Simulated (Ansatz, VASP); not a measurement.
## TiTe2 in VASP and in Ansatz

```xyz
3
Lattice="3.7690 0.0000 0.0000 -1.8845 3.2641 0.0000 0.0000 0.0000 6.8977" Properties=species:S:1:pos:R:3 pbc="T T T"
Ti    0.0000    0.0000    0.0000
Te    1.8845    1.0880    1.7304
Te    0.0000    2.1760    5.1672
```

Alike in both runs: functional PBE; k mesh 12 × 12 × 8; occupations gaussian, width 0.1 eV; no spin polarisation.

Ansatz relaxed the structure, and its values are those at the end. VASP's run is a single point on that final structure, the one shown.

|  | VASP | Ansatz |
| --- | --- | --- |
| version | VASP 6.6.1 | Ansatz 0.2.0 |
| potentials or method | VASP PAW PBE potentials, release 64 (Ti_sv, Te), cutoff 520 eV | scalar-relativistic, plane waves, PAW |
| valence electrons in the cell | 24 | 44 |

```csv
,VASP,Ansatz,Ansatz less VASP
gap on the k mesh at the Fermi level (eV),none,none,-
pressure (GPa),0.0,0.0,0.00
rms of the force components (eV/Å),0.005,0.000,-0.0044
```

A gap of «none» marks a metal or a gap that the smearing closes. VASP's potentials hold 24 valence electrons a cell and Ansatz's 44, so a difference there can come from the potentials and not from the codes.

Neither program's run includes spin-orbit coupling.
